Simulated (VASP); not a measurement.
# AlNi in VASP: further runs, part 2 of 2

VASP 6.6.1. The steps go on from the part before.

### 3 Relaxation of shape and atoms at fixed volume, r2SCAN (11.03 Å³/atom)

This run uses another cell than the first one, of 11.03 Å³/atom.

POSCAR reads:

```
AlNi
1.0
    1.9811027390     -1.9808869839      0.0000000000
    1.9811027390      1.9808869839      0.0000000000
    0.0000000000      0.0000000000      2.8114290825
Al Ni
1 1
Direct
    0.0000000000      0.0000000000      0.0000000000
    0.5000000000      0.5000000000      0.5000000000
```

INCAR.step1 reads:

```
  ALGO = Normal
  EDIFF = 1E-4
  ENCUT = 600
  GGA = PE
  ISMEAR = 0
  LASPH = True
  LCHARG = False
  LREAL = False
  LWAVE = True
  NELM = 60
  PREC = Accurate
  SIGMA = 0.1
```

INCAR.step2 reads:

```
  ALGO = Normal
  EDIFF = 1E-7
  EDIFFG = -0.01
  ENCUT = 600
  IBRION = 2
  ISIF = 4
  ISMEAR = 0
  ISTART = 1
  LASPH = True
  LCHARG = False
  LMIXTAU = True
  LREAL = False
  LWAVE = False
  METAGGA = R2SCAN
  NELM = 60
  NSW = 50
  PREC = Accurate
  SIGMA = 0.1
```

KPOINTS reads:

```
k-points
0
Gamma
  16 16 14
```

Potentials or basis: VASP PAW PBE potentials, release 64 (Al, Ni).

Run with:

```
$ cat potpaw_PBE.64/Al/POTCAR potpaw_PBE.64/Ni/POTCAR > POTCAR
$ cp INCAR.step1 INCAR
$ mpirun -np 1 vasp_std > vasp.out
$ cp INCAR.step2 INCAR
$ mpirun -np 1 vasp_std > vasp.out
```

OUTCAR:

```text
EDIFF = 1E-7
   EDIFFG = -0.01
   ENCUT = 600
   IBRION = 2
   ISIF = 4
   ISMEAR = 0
   ISTART = 1
   LASPH = True
   LREAL = False
   METAGGA = R2SCAN
   NELM = 60
   NSW = 50
   PREC = Accurate

 ion  position               nearest neighbor table
   1  0.000  0.000  0.000-   2 2.43   2 2.43   2 2.43   2 2.43   2 2.43   2 2.43   2 2.43   2 2.43

   2  0.500  0.500  0.500-   1 2.43   1 2.43   1 2.43   1 2.43   1 2.43   1 2.43   1 2.43   1 2.43

  LATTYP: Found a base centered orthorhombic cell.
 ALAT       =     3.9617739678
 B/A-ratio  =     1.0001089184
 C/A-ratio  =     0.7096389409

  Lattice vectors:

 A1 = (  -1.9811027390,  -1.9808869839,   0.0000000000)
[... 503 lines left out ...]
  --------------------------------------------------------------------------------------
  -------------------------------------------------------------------------------------
  Total        1.6693973      1.6743325      1.6499173      0.0000000      0.0000000      0.0000000
  in kB      121.2122348    121.5705763    119.7978271      0.0000000      0.0000000      0.0000000
  external PRESSURE =     120.8602127 kB  Pullay stress =       0.0000000 kB

 VOLUME and BASIS-vectors are now :
 -----------------------------------------------------------------------------
  energy-cutoff  :      600.00
  volume of cell :       22.07
      direct lattice vectors                 reciprocal lattice vectors
     1.981102739 -1.980886984  0.000000000     0.252384690 -0.252412179  0.000000000
     1.981102739  1.980886984  0.000000000     0.252384690  0.252412179  0.000000000
     0.000000000  0.000000000  2.811429083     0.000000000  0.000000000  0.355690992

 POSITION                                       TOTAL-FORCE (eV/Angst)
 -----------------------------------------------------------------------------------
      0.00000      0.00000      0.00000         0.000000      0.000000      0.000000
      1.98110      0.00000      1.40571         0.000000      0.000000      0.000000
 -----------------------------------------------------------------------------------
    total drift:                                0.000000     -0.000000     -0.000000

  FREE ENERGIE OF THE ION-ELECTRON SYSTEM (eV)
  ---------------------------------------------------
  free  energy   TOTEN  =       -20.0213037555 eV

  energy  without entropy=      -20.0178191552  energy(sigma->0) =      -20.01956146

 reached required accuracy - stopping structural energy minimisation
```

OUTCAR.step1:

```text
EDIFF = 1E-4
   ENCUT = 600
   GGA = PE
   ISMEAR = 0
   LASPH = True
[... 535 lines left out ...]
 -----------------------------------------------------------------------------------
      0.00000      0.00000      0.00000         0.000000      0.000000      0.000000
      1.98110      0.00000      1.40571         0.000000      0.000000      0.000000
 -----------------------------------------------------------------------------------
    total drift:                                0.000000     -0.000000     -0.000000

  FREE ENERGIE OF THE ION-ELECTRON SYSTEM (eV)
  ---------------------------------------------------
  free  energy   TOTEN  =       -10.4294187096 eV

  energy  without entropy=      -10.4259766281  energy(sigma->0) =      -10.42769767
```

It took 10 min on 1 thread of Oxide Virtual Turin-like, shared host; peak memory 0.28 GiB.

Results:

```yaml
Free_energy: -20.0213 eV
Pressure_after_relaxing: 12.1 GPa
Band_gap_on_the_k_mesh: zero (an odd number of electrons rules out a gap without spin polarisation)
```

Final structure:
```
Al Ni
1.0
     1.98110   -1.98089    0.00000
     1.98110    1.98089    0.00000
     0.00000    0.00000    2.81143
Al Ni
1 1
Direct
  0.00000 0.00000 0.00000
  0.50000 0.50000 0.50000
```

Levels at points of the mesh, in eV from the Fermi level:
```
           k point  band 4  band 5  band 6  band 7  band 8  band 9  band 10
(0.00, 0.00, 0.00)   -1.77   -1.77   -1.76    6.19    6.33    6.33     8.67
(0.50, 0.00, 0.00)   -2.59   -2.57   -1.66   -0.66    8.75   10.91    11.04
(0.50, 0.50, 0.00)   -3.30   -2.41   -2.41   -1.11    1.78    3.15    14.20
(0.00, 0.00, 0.50)   -2.56   -2.56   -1.66   -0.69    8.75   11.03    11.03
(0.50, 0.00, 0.50)   -3.31   -2.39   -2.39   -1.12    1.75    3.12    14.30
(0.50, 0.50, 0.50)   -1.09   -1.08    1.97    1.98    1.98    5.01     5.01
```

Caveat: the PAW data sets were made with another functional, which shifts forces and pressure a little.
